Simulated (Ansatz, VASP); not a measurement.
## One calculation of NaMgF3, two programs

```
CELL_PARAMETERS angstrom
3.95084 0.00000 0.00000
0.00000 3.95084 0.00000
0.00000 0.00000 3.95084
ATOMIC_POSITIONS crystal
Na 0.00000 0.00000 0.00000
Mg 0.50000 0.50000 0.43356
F 0.50000 0.50000 0.00000
F 0.50000 0.00000 0.50000
F 0.00000 0.50000 0.50000
```

Change from the starting cell: all Mg atoms moved +0.263 Å, as atom 2 towards its neighbour atom 3 (F) at 1.975 Å.

Alike in both runs: task single point; functional LDA; k mesh 6 × 6 × 6; occupations gaussian, width 0.05 eV; no spin polarisation.

```csv
,VASP,Ansatz
version,VASP 6.6.1,Ansatz 0.2.0
potentials or method,"VASP PAW LDA potentials, release 64 (Na_sv, Mg_sv, F), cutoff 970 eV","scalar-relativistic, plane waves, PAW"
valence electrons in the cell,40,40
```

```csv
,VASP,Ansatz,Ansatz less VASP
gap on the k mesh at the Fermi level (eV),5.51,5.52,+0.015
least direct gap on the mesh (eV),6.00,6.01,+0.015
pressure (GPa),-3.2,-3.3,-0.16
"traceless stress, the component that is largest in VASP (GPa)",7.39,7.14,-0.246
rms of the force components (eV/Å),1.274,1.221,-0.0528
```

LDA's correlation is that of Perdew and Zunger in VASP and of Perdew and Wang (1992) in Ansatz. Atom by atom the forces differ by 0.054 eV/Å (rms over components).
